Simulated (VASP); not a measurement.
# TiO2 (I4_1/amd) in VASP: further runs

The runs below take TiO2 through single point, with PBE.

All numbers are computed with VASP 6.6.1; they aren't measurements. Logs are shortened: lines on timing, memory, paths and dates and some standing lists are left out, and cuts for length are marked.

## (1) The cell of the first run

It takes space group I4_1/amd (No. 141, tetragonal). Conventional cell: a = 3.680 Å, b = 3.680 Å, c = 9.254 Å, α = 90.00°, β = 90.00°, γ = 90.00°. Within 2.5 Å of Ti (site symmetry -4m2) lie 6 O at 1.88 to 1.93 Å. Within 2.5 Å of O (site symmetry 2mm) lie 3 Ti at 1.88 to 1.93 Å and 2 O at 2.40 Å.

## (2) Single point, PBE

Contents of INCAR:

```
SYSTEM = TiO2
PREC = Accurate
ENCUT = 520
EDIFF = 1E-6
ISMEAR = 0
SIGMA = 0.01
LREAL = .FALSE.
LASPH = .TRUE.
NELM = 60
ALGO = Normal
ISIF = 2
LWAVE = .FALSE.
LCHARG = .FALSE.
GGA = PE
NBANDS = 33
```

Contents of KPOINTS:

```
Automatic mesh
0
G
  8 8 8
  0 0 0
```

Contents of POSCAR:

```
TiO2
1.0
   -1.8402353181      1.8402353181      4.6268968230
    1.8402353181     -1.8402353181      4.6268968230
    1.8402353181      1.8402353181     -4.6268968230
Ti O
2 4
Direct
    0.0000000000      0.0000000000      0.0000000000
    0.7500000000      0.2500000000      0.5000000000
    0.2081000000      0.2081000000      0.0000000000
    0.9581000000      0.4581000000      0.5000000000
    0.5419000000      0.0419000000      0.5000000000
    0.7919000000      0.7919000000      0.0000000000
```

Potentials or basis: VASP PAW PBE potentials, release 64 (Ti_sv, O).

The run is started by

```sh
cat potpaw_PBE.64/Ti_sv/POTCAR potpaw_PBE.64/O/POTCAR > POTCAR
mpirun -np 1 vasp_std > vasp.out
```

OUTCAR:

```text
SYSTEM = TiO2
   PREC = Accurate
   ENCUT = 520
   EDIFF = 1E-6
   ISMEAR = 0
   LREAL = .FALSE.
   LASPH = .TRUE.
   NELM = 60
   ISIF = 2
   GGA = PE

 ion  position               nearest neighbor table
   1  0.000  0.000  0.000-   5 1.88   4 1.88   5 1.88   4 1.88   3 1.93   6 1.93
   2  0.750  0.250  0.500-   6 1.88   3 1.88   6 1.88   3 1.88   4 1.93   5 1.93
   3  0.208  0.208  0.000-   2 1.88   2 1.88   1 1.93
   4  0.958  0.458  0.500-   1 1.88   1 1.88   2 1.93
   5  0.542  0.042  0.500-   1 1.88   1 1.88   2 1.93
   6  0.792  0.792  0.000-   2 1.88   2 1.88   1 1.93

  LATTYP: Found a body centered tetragonal cell.
 ALAT       =     3.6804706362
 C/A-ratio  =     2.5142962846

  Lattice vectors:

 A1 = (  -1.8402353181,   1.8402353181,   4.6268968230)
 A2 = (   1.8402353181,  -1.8402353181,   4.6268968230)
 A3 = (   1.8402353181,   1.8402353181,  -4.6268968230)

Analysis of symmetry for initial positions (statically):
=====================================================================
 Subroutine PRICEL returns:
 Original cell was already a primitive cell.

 Routine SETGRP: Setting up the symmetry group for a
 body centered tetragonal supercell.

 Subroutine GETGRP returns: Found 16 space group operations
 (whereof  8 operations were pure point group operations)
 out of a pool of 16 trial point group operations.

The static configuration has the point symmetry D_2d.
 The point group associated with its full space group is D_4h.

Analysis of symmetry for dynamics (positions and initial velocities):
=====================================================================
 Subroutine PRICEL returns:
 Original cell was already a primitive cell.

 Routine SETGRP: Setting up the symmetry group for a
 body centered tetragonal supercell.

 Subroutine GETGRP returns: Found 16 space group operations
 (whereof  8 operations were pure point group operations)
 out of a pool of 16 trial point group operations.

The dynamic configuration has the point symmetry D_2d.
 The point group associated with its full space group is D_4h.

 Subroutine INISYM returns: Found 16 space group operations
 (whereof  8 operations are pure point group operations),
 and found     1 'primitive' translations

----------------------------------------------------------------------------------------

                                     Primitive cell

  volume of cell :      62.6753

  direct lattice vectors                    reciprocal lattice vectors
    -1.840235318  1.840235318  4.626896823     0.000000000  0.271704382  0.108063789
     1.840235318 -1.840235318  4.626896823     0.271704382  0.000000000  0.108063789
     1.840235318  1.840235318 -4.626896823     0.271704382  0.271704382  0.000000000

  length of vectors
     5.308587973  5.308587973  5.308587973     0.292405632  0.292405632  0.384248022

  position of ions in fractional coordinates (direct lattice)
     0.000000000  0.000000000  0.000000000
     0.750000000  0.250000000  0.500000000
     0.208100000  0.208100000  0.000000000
     0.958100000  0.458100000  0.500000000
     0.541900000  0.041900000  0.500000000
     0.791900000  0.791900000  0.000000000

  ion indices of the primitive-cell ions
   primitive index   ion index
                 1           1
                 2           2
                 3           3
                 4           4
                 5           5
                 6           6

----------------------------------------------------------------------------------------

 KPOINTS: Automatic mesh

Automatic generation of k-mesh.
 Grid dimensions read from file:
 generate k-points for:    8    8    8

 Generating k-lattice:

  Cartesian coordinates                     Fractional coordinates (reciprocal lattice)
     0.000000000  0.033963048  0.013507974     0.125000000  0.000000000  0.000000000
     0.033963048  0.000000000  0.013507974     0.000000000  0.125000000  0.000000000
     0.033963048  0.033963048  0.000000000     0.000000000  0.000000000  0.125000000

  Length of vectors
     0.036550704  0.036550704  0.048031003

  Shift w.r.t. Gamma in fractional coordinates (k-lattice)
     0.000000000  0.000000000  0.000000000

 Subroutine IBZKPT returns following result:
 ===========================================

 Found     59 irreducible k-points:

 Following reciprocal coordinates:
            Coordinates               Weight
  0.000000  0.000000  0.000000      1.000000
  0.125000  0.000000  0.000000      8.000000
  0.250000  0.000000  0.000000      8.000000
  0.375000 -0.000000  0.000000      8.000000
  0.500000  0.000000  0.000000      4.000000
  0.125000  0.125000  0.000000      8.000000
[... 16 lines left out ...]
  0.250000  0.125000  0.125000     16.000000
  0.375000  0.125000  0.125000      8.000000
 [... further k-points ...]
   k-points           NKPTS =     59   k-points in BZ     NKDIM =     59   number of bands    NBANDS=     33
   number of dos      NEDOS =    301   number of ions     NIONS =      6
   total plane-waves  NPLWV =  64000
   dimension x,y,z NGX =    40 NGY =   40 NGZ =   40
   dimension x,y,z NGXF=    80 NGYF=   80 NGZF=   80
   ions per type =               2   4
   NGX,Y,Z   is equivalent  to a cutoff of  12.53, 12.53, 12.53 a.u.
   NGXF,Y,Z  is equivalent  to a cutoff of  25.05, 25.05, 25.05 a.u.
 SYSTEM =  TiO2
   PREC   = accura    normal or accurate (medium, high low for compatibility)
   ISTART =      0    job   : 0-new  1-cont  2-samecut
   ICHARG =      2    charge: 1-file 2-atom 10-const
   ISPIN  =      1    spin polarized calculation?
   LNONCOLLINEAR =      F non collinear calculations
   LSORBIT =      F    spin-orbit coupling
   LASPH  =      T    aspherical Exc in radial PAW
   ENCUT  =  520.0 eV  38.22 Ry    6.18 a.u.   9.87  9.87  9.87*2*pi/ulx,y,z
   NELM   =     60;   NELMIN=  2; NELMDL= -5     # of ELM steps
   EDIFF  = 0.1E-05   stopping-criterion for ELM
   LREAL  =      F    real-space projection
   EDIFFG = 0.1E-04   stopping-criterion for IOM
   NSW    =      0    number of steps for IOM
   IBRION =     -1    ionic relax: 0-MD 1-quasi-New 2-CG
   NFREE  =      0    steps in history (QN), initial steepest desc. (CG)
   ISIF   =      2    stress and relaxation
   ISYM   =      2    0-nonsym 1-usesym 2-fastsym
   POTIM  = 0.5000    time-step for ionic-motion
   TEBEG  =    0.0;   TEEND  =   0.0 temperature during run
   PSTRESS=    0.0 pullay stress
   NELECT =      48.0000    total number of electrons
   NUPDOWN=      -1.0000    fix difference up-down
   EMIN   =  10.00;   EMAX   =-10.00  energy-range for DOS
   EFERMI =   0.00;   METHOD = LEGACY
   ISMEAR =     0;   SIGMA  =   0.01  broadening in eV -4-tet -1-fermi 0-gaus
   EFERMI_NEDOS =   21; number of points for ismear=-14 and -15
   IALGO  =     38    algorithm
   IMIX   =      4    mixing-type and parameters
     AMIX     =   0.40;   BMIX     =  1.00
     AMIX_MAG =   1.60;   BMIX_MAG =  1.00
  volume/ion in A,a.u.               =      10.45        70.49
  Fermi-wavevector in a.u.,A,eV,Ry     =   1.497809  2.830448 30.523738  2.243431
  Thomas-Fermi vector in A             =   2.609649
   LORBIT       =      0    0 simple, 1 ext, 2 COOP (PROOUT), +10 PAW based schemes
   GGA     = PE    functional components
   LHFCALC =     F    Hartree Fock is set to
   AEXX    =    0.0000 exact exchange contribution
   IVDW    =     0    specifies the selected vdW correction
   LEPSILON=     F    determine dielectric tensor
   LRPA    =     F    only Hartree local field effects (RPA)
 non-spin polarized calculation
 Gauss-broadening in eV      SIGMA  =   0.01
  energy-cutoff  :      520.00
  volume of cell :       62.68
 maximum number of plane-waves:      1706
   NGX = 19   NGY = 19   NGZ = 19

 number of electron      48.0000006 magnetization

 Free energy of the ion-electron system (eV)
  ---------------------------------------------------
  ext. energy  EPLUGINS =         0.00000000
  ---------------------------------------------------
  free energy    TOTEN  =       -53.25668561 eV

  energy without entropy =      -53.25668561  energy(sigma->0) =      -53.25668561

 E-fermi :   4.2437     XC(G=0): -11.1691

 val. band max:        4.1434439469   @ k =   0.5000   0.5000   0.0000
 cond. band min:       6.4655537294   @ k =   0.0000   0.0000   0.0000
 fundamental gap:      2.3221097826
 Fermi energy:         4.2437249586

 k-point     1 :       0.0000    0.0000    0.0000
  band No.  band energies     occupation
      1     -51.8713      2.00000
      2     -51.7817      2.00000
      3     -28.4842      2.00000
      4     -28.1535      2.00000
      5     -28.1535      2.00000
      6     -28.0547      2.00000
[... 25 lines left out ...]
     32      10.2212      0.00000
     33      10.2781      0.00000

 k-point     2 :       0.1250    0.0000    0.0000
  band No.  band energies     occupation
      1     -51.8683      2.00000
      2     -51.7837      2.00000
      3     -28.4787      2.00000
      4     -28.1822      2.00000
      5     -28.1555      2.00000
      6     -28.0664      2.00000
[... 25 lines left out ...]
     32      10.3655      0.00000
     33      10.6870      0.00000

 k-point     3 :       0.2500    0.0000    0.0000
  band No.  band energies     occupation
      1     -51.8602      2.00000
      2     -51.7893      2.00000
      3     -28.4660      2.00000
      4     -28.2483      2.00000
      5     -28.1599      2.00000
      6     -28.0898      2.00000
[... 25 lines left out ...]
     32      10.7557      0.00000
     33      11.2149      0.00000

 k-point     4 :       0.3750   -0.0000    0.0000
  band No.  band energies     occupation
      1     -51.8503      2.00000
      2     -51.7966      2.00000
      3     -28.4536      2.00000
      4     -28.3140      2.00000
      5     -28.1636      2.00000
      6     -28.1037      2.00000
[... 25 lines left out ...]
     32      10.9538      0.00000
     33      11.4624      0.00000

 k-point     5 :       0.5000    0.0000    0.0000
  band No.  band energies     occupation
      1     -51.8453      2.00000
      2     -51.8006      2.00000
      3     -28.4474      2.00000
      4     -28.3430      2.00000
      5     -28.1650      2.00000
      6     -28.1056      2.00000
[... 604 lines left out ...]
 k-point    22 :       0.1250    0.1250    0.1250
  band No.  band energies     occupation
      1     -51.8522      2.00000
      2     -51.7937      2.00000
      3     -28.4657      2.00000
      4     -28.2887      2.00000
      5     -28.2040      2.00000
      6     -28.1299      2.00000
[... 25 lines left out ...]
     32      11.6160      0.00000
     33      11.9655      0.00000

 k-point    23 :       0.2500    0.1250    0.1250
  band No.  band energies     occupation
      1     -51.8424      2.00000
      2     -51.8010      2.00000
      3     -28.4541      2.00000
      4     -28.3432      2.00000
      5     -28.2158      2.00000
      6     -28.1542      2.00000
[... 25 lines left out ...]
     32      11.6684      0.00000
     33      12.1727      0.00000

 k-point    24 :       0.3750    0.1250    0.1250
  band No.  band energies     occupation
      1     -51.8370      2.00000
      2     -51.8054      2.00000
      3     -28.4474      2.00000
      4     -28.3699      2.00000
      5     -28.2185      2.00000
      6     -28.1628      2.00000
[... 25 lines left out ...]
     32      11.6322      0.00000
     33      12.2559      0.00000

 [... further k-points ...]

------------------------ aborting loop because EDIFF is reached ----------------------------------------

  FORCE on cell =-STRESS in cart. coord.  units (eV):
  Direction    XX          YY          ZZ          XY          YZ          ZX
  --------------------------------------------------------------------------------------
  -------------------------------------------------------------------------------------
  Total       10.8434027     10.8434027     11.9585775      0.0000000     -0.0000000      0.0000000
  in kB      277.1913296    277.1913296    305.6986872      0.0000000     -0.0000000      0.0000000
  external PRESSURE =     286.6937822 kB  Pullay stress =       0.0000000 kB

 VOLUME and BASIS-vectors are now :
 -----------------------------------------------------------------------------
  energy-cutoff  :      520.00
  volume of cell :       62.68
      direct lattice vectors                 reciprocal lattice vectors
    -1.840235318  1.840235318  4.626896823     0.000000000  0.271704382  0.108063789
     1.840235318 -1.840235318  4.626896823     0.271704382  0.000000000  0.108063789
     1.840235318  1.840235318 -4.626896823     0.271704382  0.271704382  0.000000000

 POSITION                                       TOTAL-FORCE (eV/Angst)
 -----------------------------------------------------------------------------------
      0.00000      0.00000      0.00000        -0.000000     -0.000000      0.000000
     -0.00000      1.84024      2.31345        -0.000000     -0.000000      0.000000
      0.00000      0.00000      1.92571         0.000000     -0.000000      0.689686
      0.00000      1.84024      4.23916        -0.000000      0.000000      0.689686
      0.00000      1.84024      0.38773        -0.000000      0.000000     -0.689686
      0.00000      0.00000      7.32808         0.000000     -0.000000     -0.689686
 -----------------------------------------------------------------------------------
    total drift:                                0.000000      0.000000     -0.000000

  FREE ENERGIE OF THE ION-ELECTRON SYSTEM (eV)
  ---------------------------------------------------
  free  energy   TOTEN  =       -53.2566856056 eV

  energy  without entropy=      -53.2566856056  energy(sigma->0) =      -53.25668561
```

Run time: 2.9 min. Hardware: 1 thread of Intel Xeon Platinum 8124M at 3.00GHz (Skylake/Cascade Lake), shared host; peak memory 0.29 GiB.

Results:

* Free energy: -53.2567 eV
* Pressure: 28.7 GPa
* Largest force: 0.690 eV/Å
* Band gap on the k mesh: 2.32 eV (least direct gap 2.61 eV)

Forces in eV/Å, atoms in the order of the input:
```
Ti   0.000  0.000  0.000
Ti   0.000  0.000  0.000
O    0.000  0.000  0.690
O    0.000  0.000  0.690
O    0.000  0.000 -0.690
O    0.000  0.000 -0.690
```

Levels at points of the mesh, in eV from the valence-band top:
```
           k point  band 21  band 22  band 23  band 24  band 25  band 26  band 27  band 28
(0.00, 0.00, 0.00)    -0.63    -0.63    -0.51    -0.51     2.32     3.20     4.51     4.51
(0.50, 0.00, 0.00)    -2.07    -1.06    -0.67    -0.60     3.63     4.01     4.02     4.14
(0.50, 0.50, 0.00)    -2.18    -2.18     0.00     0.00     3.78     3.78     4.32     4.32
(0.50, 0.50, 0.50)    -1.23    -1.23    -0.03    -0.03     2.74     2.74     4.27     4.27
```

Caveat: the cell stands under pressure.

(Continued in part 2 of 2.)
